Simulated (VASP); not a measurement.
# CaO (I-4m2) in VASP: a series of runs

Aim: see how the results for CaO move with the level of theory and the settings. Levels: PBE, r2SCAN. Tasks: single point.

Program: VASP 6.6.1. These are calculated values, not measurements. Logs are shortened: lines on timing, memory, paths and dates and some standing lists are left out, and cuts for length are marked.

## 1. The cell of the first run

The structure is tetragonal, space group I-4m2 (No. 119). The conventional cell has a = 3.885 Å, b = 3.885 Å, c = 5.213 Å, α = 90.00°, β = 90.00°, γ = 90.00°. Ca (site symmetry -4m2) has 4 O at 2.34 Å within 3.1 Å. O (site symmetry -4m2) has 4 Ca at 2.34 Å within 3.1 Å.

## 2. Single point, PBE (biaxial xy strain +5.4%)

INCAR

```
PREC = Accurate ; ENCUT = 520
EDIFF = 1E-7 ; ISMEAR = -1
SIGMA = 0.02 ; LREAL = F
LASPH = T ; NELM = 100
ALGO = Normal ; ISIF = 2
LWAVE = F ; LCHARG = T
GGA = PE ; LELF = T
LVHAR = T ; NBANDS = 15
```

KPOINTS

```
Automatic mesh
0
Gamma
  8 8 8
```

POSCAR

```
CaO
1.0
    0.0000000000      2.7469739093      2.6067317416
    2.7469739093      0.0000000000      2.6067317416
    2.7469739093      2.7469739093      0.0000000000
Ca O
1 1
Direct
    0.0000000000      0.0000000000      0.0000000000
    0.2500000000      0.2500000000      0.2500000000
```

Potentials or basis: VASP PAW PBE potentials, release 64 (Ca_sv, O).

Command:

```
$ cat potpaw_PBE.64/Ca_sv/POTCAR potpaw_PBE.64/O/POTCAR > POTCAR
$ mpirun -np 1 vasp_std > vasp.out
```

OUTCAR:

```text
PREC = Accurate
   ENCUT = 520
   EDIFF = 1E-7
   ISMEAR = -1
   LREAL = F
   LASPH = T
   NELM = 100
   ISIF = 2
   GGA = PE

 ion  position               nearest neighbor table
   1  0.000  0.000  0.000-   2 2.34   2 2.34   2 2.34   2 2.34
   2  0.250  0.250  0.250-   1 2.34   1 2.34   1 2.34   1 2.34

  LATTYP: Found a body centered tetragonal cell.
 ALAT       =     3.8848077580
 C/A-ratio  =     1.3420132495

  Lattice vectors:

 A1 = (   0.0000000000,  -2.7469739093,  -2.6067317416)
 A2 = (   0.0000000000,   2.7469739093,  -2.6067317416)
 A3 = (   2.7469739093,   0.0000000000,   2.6067317416)

Analysis of symmetry for initial positions (statically):
=====================================================================
 Subroutine PRICEL returns:
 Original cell was already a primitive cell.

 Routine SETGRP: Setting up the symmetry group for a
 body centered tetragonal supercell.

 Subroutine GETGRP returns: Found  8 space group operations
 (whereof  8 operations were pure point group operations)
 out of a pool of 16 trial point group operations.

The static configuration has the point symmetry D_2d.

Analysis of symmetry for dynamics (positions and initial velocities):
=====================================================================
 Subroutine PRICEL returns:
 Original cell was already a primitive cell.

 Routine SETGRP: Setting up the symmetry group for a
 body centered tetragonal supercell.

 Subroutine GETGRP returns: Found  8 space group operations
 (whereof  8 operations were pure point group operations)
 out of a pool of 16 trial point group operations.

The dynamic configuration has the point symmetry D_2d.

 Subroutine INISYM returns: Found  8 space group operations
 (whereof  8 operations are pure point group operations),
 and found     1 'primitive' translations

----------------------------------------------------------------------------------------

                                     Primitive cell

  volume of cell :      39.3401

  direct lattice vectors                    reciprocal lattice vectors
     0.000000000  2.746973909  2.606731742    -0.182018474  0.182018474  0.191811068
     2.746973909  0.000000000  2.606731742     0.182018474 -0.182018474  0.191811068
     2.746973909  2.746973909  0.000000000     0.182018474  0.182018474 -0.191811068

  length of vectors
     3.786940194  3.786940194  3.884807758     0.321018591  0.321018591  0.321018591

  position of ions in fractional coordinates (direct lattice)
     0.000000000  0.000000000  0.000000000
     0.250000000  0.250000000  0.250000000

  ion indices of the primitive-cell ions
   primitive index   ion index
                 1           1
                 2           2

----------------------------------------------------------------------------------------

 KPOINTS: Automatic mesh

Automatic generation of k-mesh.
 Grid dimensions read from file:
 generate k-points for:    8    8    8

 Generating k-lattice:

  Cartesian coordinates                     Fractional coordinates (reciprocal lattice)
    -0.022752309  0.022752309  0.023976384     0.125000000  0.000000000  0.000000000
     0.022752309 -0.022752309  0.023976384     0.000000000  0.125000000  0.000000000
     0.022752309  0.022752309 -0.023976384     0.000000000  0.000000000  0.125000000

  Length of vectors
     0.040127324  0.040127324  0.040127324

  Shift w.r.t. Gamma in fractional coordinates (k-lattice)
     0.000000000  0.000000000  0.000000000

 Subroutine IBZKPT returns following result:
 ===========================================

 Found     59 irreducible k-points:

 Following reciprocal coordinates:
            Coordinates               Weight
  0.000000  0.000000  0.000000      1.000000
  0.125000  0.000000  0.000000      8.000000
  0.250000  0.000000  0.000000      8.000000
  0.375000  0.000000  0.000000      8.000000
  0.500000  0.000000  0.000000      4.000000
  0.125000  0.125000  0.000000      2.000000
[... 16 lines left out ...]
  0.250000  0.000000  0.125000     16.000000
  0.375000  0.000000  0.125000     16.000000
 [... further k-points ...]
   k-points           NKPTS =     59   k-points in BZ     NKDIM =     59   number of bands    NBANDS=     15
   number of dos      NEDOS =    301   number of ions     NIONS =      2
   total plane-waves  NPLWV =  23520
   dimension x,y,z NGX =    28 NGY =   28 NGZ =   30
   dimension x,y,z NGXF=    56 NGYF=   56 NGZF=   60
   ions per type =               1   1
   NGX,Y,Z   is equivalent  to a cutoff of  12.29, 12.29, 12.84 a.u.
   NGXF,Y,Z  is equivalent  to a cutoff of  24.58, 24.58, 25.68 a.u.
 SYSTEM =  unknown system
   PREC   = accura    normal or accurate (medium, high low for compatibility)
   ISTART =      0    job   : 0-new  1-cont  2-samecut
   ICHARG =      2    charge: 1-file 2-atom 10-const
   ISPIN  =      1    spin polarized calculation?
   LNONCOLLINEAR =      F non collinear calculations
   LSORBIT =      F    spin-orbit coupling
   LASPH  =      T    aspherical Exc in radial PAW
   ENCUT  =  520.0 eV  38.22 Ry    6.18 a.u.   7.04  7.04  7.22*2*pi/ulx,y,z
   NELM   =    100;   NELMIN=  2; NELMDL= -5     # of ELM steps
   EDIFF  = 0.1E-06   stopping-criterion for ELM
   LREAL  =      F    real-space projection
   EDIFFG = 0.1E-05   stopping-criterion for IOM
   NSW    =      0    number of steps for IOM
   IBRION =     -1    ionic relax: 0-MD 1-quasi-New 2-CG
   NFREE  =      0    steps in history (QN), initial steepest desc. (CG)
   ISIF   =      2    stress and relaxation
   ISYM   =      2    0-nonsym 1-usesym 2-fastsym
   POTIM  = 0.5000    time-step for ionic-motion
   TEBEG  =    0.0;   TEEND  =   0.0 temperature during run
   PSTRESS=    0.0 pullay stress
   NELECT =      16.0000    total number of electrons
   NUPDOWN=      -1.0000    fix difference up-down
   EMIN   =  10.00;   EMAX   =-10.00  energy-range for DOS
   EFERMI =   0.00;   METHOD = LEGACY
   ISMEAR =    -1;   SIGMA  =   0.02  broadening in eV -4-tet -1-fermi 0-gaus
   EFERMI_NEDOS =   21; number of points for ismear=-14 and -15
   IALGO  =     38    algorithm
   IMIX   =      4    mixing-type and parameters
     AMIX     =   0.40;   BMIX     =  1.00
     AMIX_MAG =   1.60;   BMIX_MAG =  1.00
  volume/ion in A,a.u.               =      19.67       132.74
  Fermi-wavevector in a.u.,A,eV,Ry     =   1.212932  2.292109 20.016937  1.471203
  Thomas-Fermi vector in A             =   2.348400
   LORBIT       =      0    0 simple, 1 ext, 2 COOP (PROOUT), +10 PAW based schemes
   GGA     = PE    functional components
   LHFCALC =     F    Hartree Fock is set to
   AEXX    =    0.0000 exact exchange contribution
   IVDW    =     0    specifies the selected vdW correction
   LEPSILON=     F    determine dielectric tensor
   LRPA    =     F    only Hartree local field effects (RPA)
 non-spin polarized calculation
  energy-cutoff  :      520.00
  volume of cell :       39.34
 maximum number of plane-waves:      1079
   NGX = 15   NGY = 15   NGZ = 15

 number of electron      16.0000002 magnetization

 Free energy of the ion-electron system (eV)
  ---------------------------------------------------
  ext. energy  EPLUGINS =         0.00000000
  ---------------------------------------------------
  free energy    TOTEN  =       -12.38746454 eV

  energy without entropy =      -12.38746454  energy(sigma->0) =      -12.38746454

 E-fermi :   0.6245     XC(G=0):  -8.6057

 val. band max:        0.0858555605   @ k =   0.5000   0.0000   0.5000
 cond. band min:       3.0113099222   @ k =   0.0000   0.0000   0.0000
 fundamental gap:      2.9254543617
 Fermi energy:         0.6245313412

 k-point     1 :       0.0000    0.0000    0.0000
  band No.  band energies     occupation
      1     -37.5873      2.00000
      2     -18.5530      2.00000
      3     -18.5328      2.00000
      4     -18.5328      2.00000
      5     -14.5910      2.00000
      6      -0.4199      2.00000
      7      -0.4199      2.00000
      8      -0.3788      2.00000
      9       3.0113      0.00000
     10       7.3955      0.00000
     11       7.7200      0.00000
     12       8.8173      0.00000
     13       8.8173      0.00000
     14       9.1822      0.00000
     15      15.4678      0.00000

 k-point     2 :       0.1250    0.0000    0.0000
  band No.  band energies     occupation
      1     -37.5834      2.00000
      2     -18.6114      2.00000
      3     -18.5488      2.00000
      4     -18.5393      2.00000
      5     -14.5184      2.00000
      6      -0.5885      2.00000
      7      -0.3916      2.00000
      8      -0.3520      2.00000
      9       3.5283      0.00000
     10       7.2716      0.00000
     11       7.5530      0.00000
     12       8.6909      0.00000
     13       8.9570      0.00000
     14       9.2097      0.00000
     15      14.0589      0.00000

 k-point     3 :       0.2500    0.0000    0.0000
  band No.  band energies     occupation
      1     -37.5739      2.00000
      2     -18.7688      2.00000
      3     -18.5599      2.00000
      4     -18.5547      2.00000
      5     -14.3573      2.00000
      6      -0.8272      2.00000
      7      -0.3296      2.00000
      8      -0.2650      2.00000
      9       4.6079      0.00000
     10       7.1657      0.00000
     11       7.3622      0.00000
     12       8.2976      0.00000
     13       9.0776      0.00000
     14       9.2005      0.00000
     15      12.1597      0.00000
[... 343 lines left out ...]
 k-point    23 :       0.2500    0.0000    0.1250
  band No.  band energies     occupation
      1     -37.5749      2.00000
      2     -18.7365      2.00000
      3     -18.5784      2.00000
      4     -18.5580      2.00000
      5     -14.3611      2.00000
      6      -0.8474      2.00000
      7      -0.3202      2.00000
      8      -0.2317      2.00000
      9       4.5206      0.00000
     10       6.5494      0.00000
     11       7.7354      0.00000
     12       8.5246      0.00000
     13       9.0014      0.00000
     14       9.2445      0.00000
     15      13.1168      0.00000

 k-point    24 :       0.3750    0.0000    0.1250
  band No.  band energies     occupation
      1     -37.5654      2.00000
      2     -18.8776      2.00000
      3     -18.5928      2.00000
      4     -18.5759      2.00000
      5     -14.2144      2.00000
      6      -0.8936      2.00000
      7      -0.2949      2.00000
      8      -0.1633      2.00000
      9       5.3491      0.00000
     10       6.5300      0.00000
     11       7.7028      0.00000
     12       8.2593      0.00000
     13       8.9210      0.00000
     14       9.2513      0.00000
     15      11.6626      0.00000

 [... further k-points ...]

------------------------ aborting loop because EDIFF is reached ----------------------------------------

  FORCE on cell =-STRESS in cart. coord.  units (eV):
  Direction    XX          YY          ZZ          XY          YZ          ZX
  --------------------------------------------------------------------------------------
  -------------------------------------------------------------------------------------
  Total       -1.3973957     -1.3973957     -1.1415051      0.0000000      0.0000000     -0.0000000
  in kB      -56.9107870    -56.9107870    -46.4893012      0.0000000      0.0000000     -0.0000000
  external PRESSURE =     -53.4369584 kB  Pullay stress =       0.0000000 kB

 VOLUME and BASIS-vectors are now :
 -----------------------------------------------------------------------------
  energy-cutoff  :      520.00
  volume of cell :       39.34
      direct lattice vectors                 reciprocal lattice vectors
     0.000000000  2.746973909  2.606731742    -0.182018474  0.182018474  0.191811068
     2.746973909  0.000000000  2.606731742     0.182018474 -0.182018474  0.191811068
     2.746973909  2.746973909  0.000000000     0.182018474  0.182018474 -0.191811068

 POSITION                                       TOTAL-FORCE (eV/Angst)
 -----------------------------------------------------------------------------------
      0.00000      0.00000      0.00000        -0.000000     -0.000000     -0.000000
      1.37349      1.37349      1.30337         0.000000      0.000000      0.000000
 -----------------------------------------------------------------------------------
    total drift:                                0.000002      0.000002      0.000001

  FREE ENERGIE OF THE ION-ELECTRON SYSTEM (eV)
  ---------------------------------------------------
  free  energy   TOTEN  =       -12.3874645421 eV

  energy  without entropy=      -12.3874645421  energy(sigma->0) =      -12.38746454
```

Wall time 16 s (1 thread of Intel Xeon 6975P-C (Granite Rapids), shared host); peak memory 0.18 GiB.

Results:

```yaml
Free_energy: -12.3875 eV
Pressure: -5.3 GPa
Band_gap_on_the_k_mesh: 2.93 eV (least direct gap 3.39 eV)
```

Stress tensor (GPa, compression positive):
```
-5.69  0.00  0.00
 0.00 -5.69  0.00
 0.00  0.00 -4.65
```

Caveat: the cell differs from its parent crystal (biaxial xy strain +5.4%); the cell stands under tension. A k mesh can miss the band edges.

## 3. Single point, r2SCAN (biaxial xy strain +5.4%)

POSCAR is that of step 2.

INCAR.step1

```
ALGO = Normal
EDIFF = 1E-4
ENCUT = 520
GGA = PE
ISMEAR = 0
LASPH = True
LCHARG = False
LREAL = False
LWAVE = True
NBANDS = 15
NELM = 60
PREC = Accurate
SIGMA = 0.01
```

INCAR.step2

```
ALGO = Normal
EDIFF = 1E-6
ENCUT = 520
ISIF = 2
ISMEAR = 0
ISTART = 1
LASPH = True
LCHARG = False
LMIXTAU = True
LREAL = False
LWAVE = False
METAGGA = R2SCAN
NBANDS = 15
NELM = 60
PREC = Accurate
SIGMA = 0.01
```

KPOINTS

```
k-points
0
Gamma
  8 8 8
```

Potentials or basis: VASP PAW PBE potentials, release 64 (Ca_sv, O).

Command:

```
$ cat potpaw_PBE.64/Ca_sv/POTCAR potpaw_PBE.64/O/POTCAR > POTCAR
$ cp INCAR.step1 INCAR
$ mpirun -np 1 vasp_std > vasp.out
$ cp INCAR.step2 INCAR
$ mpirun -np 1 vasp_std > vasp.out
```

OUTCAR:

```text
EDIFF = 1E-6
   ENCUT = 520
   ISIF = 2
   ISMEAR = 0
   ISTART = 1
   LASPH = True
   LREAL = False
   METAGGA = R2SCAN
   NELM = 60
   PREC = Accurate

 ion  position               nearest neighbor table
   1  0.000  0.000  0.000-   2 2.34   2 2.34   2 2.34   2 2.34
   2  0.250  0.250  0.250-   1 2.34   1 2.34   1 2.34   1 2.34

  LATTYP: Found a body centered tetragonal cell.
 ALAT       =     3.8848077580
 C/A-ratio  =     1.3420132495

  Lattice vectors:

 A1 = (   0.0000000000,  -2.7469739093,  -2.6067317416)
 A2 = (   0.0000000000,   2.7469739093,  -2.6067317416)
 A3 = (   2.7469739093,   0.0000000000,   2.6067317416)

Analysis of symmetry for initial positions (statically):
=====================================================================
 Subroutine PRICEL returns:
 Original cell was already a primitive cell.

 Routine SETGRP: Setting up the symmetry group for a
 body centered tetragonal supercell.

 Subroutine GETGRP returns: Found  8 space group operations
 (whereof  8 operations were pure point group operations)
 out of a pool of 16 trial point group operations.

The static configuration has the point symmetry D_2d.

Analysis of symmetry for dynamics (positions and initial velocities):
=====================================================================
 Subroutine PRICEL returns:
 Original cell was already a primitive cell.

 Routine SETGRP: Setting up the symmetry group for a
 body centered tetragonal supercell.

 Subroutine GETGRP returns: Found  8 space group operations
 (whereof  8 operations were pure point group operations)
 out of a pool of 16 trial point group operations.

The dynamic configuration has the point symmetry D_2d.

 Subroutine INISYM returns: Found  8 space group operations
 (whereof  8 operations are pure point group operations),
 and found     1 'primitive' translations

----------------------------------------------------------------------------------------

[... 121 lines left out ...]
   LEPSILON=     F    determine dielectric tensor
   LRPA    =     F    only Hartree local field effects (RPA)
 non-spin polarized calculation
 Gauss-broadening in eV      SIGMA  =   0.01
  energy-cutoff  :      520.00
  volume of cell :       39.34
 maximum number of plane-waves:      1079
   NGX = 15   NGY = 15   NGZ = 15

 number of electron      16.0000002 magnetization

 Free energy of the ion-electron system (eV)
  ---------------------------------------------------
  ext. energy  EPLUGINS =         0.00000000
  ---------------------------------------------------
  free energy    TOTEN  =       -18.86367130 eV

  energy without entropy =      -18.86367130  energy(sigma->0) =      -18.86367130

 E-fermi :  -0.0932     XC(G=0):  -9.1053

 val. band max:       -0.2399481846   @ k =   0.5000   0.0000   0.5000
 cond. band min:       3.0920989081   @ k =   0.0000   0.0000   0.0000
 fundamental gap:      3.3320470927
 Fermi energy:        -0.0931582245

 k-point     1 :       0.0000    0.0000    0.0000
  band No.  band energies     occupation
      1     -39.3427      2.00000
      2     -19.4281      2.00000
      3     -19.4065      2.00000
      4     -19.4063      2.00000
      5     -15.8741      2.00000
      6      -0.7388      2.00000
      7      -0.7386      2.00000
      8      -0.6982      2.00000
      9       3.0921      0.00000
     10       7.7378      0.00000
     11       8.0716      0.00000
     12       9.1547      0.00000
     13       9.1550      0.00000
     14       9.5501      0.00000
[... 401 lines left out ...]
      2     -19.7943      2.00000
      3     -19.4689      2.00000
      4     -19.4505      2.00000
      5     -15.4594      2.00000
      6      -1.2025      2.00000
      7      -0.6151      2.00000
      8      -0.4828      2.00000
      9       5.4393      0.00000
     10       6.7948      0.00000
     11       8.0411      0.00000
     12       8.6003      0.00000
     13       9.2925      0.00000
     14       9.6346      0.00000
     15      12.0316      0.00000

 [... further k-points ...]

------------------------ aborting loop because EDIFF is reached ----------------------------------------

  FORCE on cell =-STRESS in cart. coord.  units (eV):
  Direction    XX          YY          ZZ          XY          YZ          ZX
  --------------------------------------------------------------------------------------
  -------------------------------------------------------------------------------------
  Total       -1.6754687     -1.6754687     -1.4221670      0.0000000      0.0000000      0.0000000
  in kB      -68.2356741    -68.2356741    -57.9196294      0.0000000      0.0000000      0.0000000
  external PRESSURE =     -64.7969926 kB  Pullay stress =       0.0000000 kB

 VOLUME and BASIS-vectors are now :
 -----------------------------------------------------------------------------
  energy-cutoff  :      520.00
  volume of cell :       39.34
      direct lattice vectors                 reciprocal lattice vectors
     0.000000000  2.746973909  2.606731742    -0.182018474  0.182018474  0.191811068
     2.746973909  0.000000000  2.606731742     0.182018474 -0.182018474  0.191811068
     2.746973909  2.746973909  0.000000000     0.182018474  0.182018474 -0.191811068

 POSITION                                       TOTAL-FORCE (eV/Angst)
 -----------------------------------------------------------------------------------
      0.00000      0.00000      0.00000        -0.000000     -0.000000     -0.000000
      1.37349      1.37349      1.30337         0.000000      0.000000      0.000000
 -----------------------------------------------------------------------------------
    total drift:                                0.000002      0.000002      0.000001

  FREE ENERGIE OF THE ION-ELECTRON SYSTEM (eV)
  ---------------------------------------------------
  free  energy   TOTEN  =       -18.8636713002 eV

  energy  without entropy=      -18.8636713002  energy(sigma->0) =      -18.86367130
```

Wall time 63 s (1 thread of Intel Xeon 6975P-C (Granite Rapids), shared host); peak memory 0.18 GiB.

Results:

| Item | Value |
| --- | --- |
| Free energy | -18.8637 eV |
| Pressure | -6.5 GPa |
| Band gap on the k mesh | 3.33 eV (least direct gap 3.79 eV) |

Stress tensor (GPa, compression positive):
```
-6.82  0.00  0.00
 0.00 -6.82  0.00
 0.00  0.00 -5.79
```

Caveat: the cell differs from its parent crystal (biaxial xy strain +5.4%); the cell stands under tension; the PAW data sets were made with another functional, which shifts forces and pressure a little.
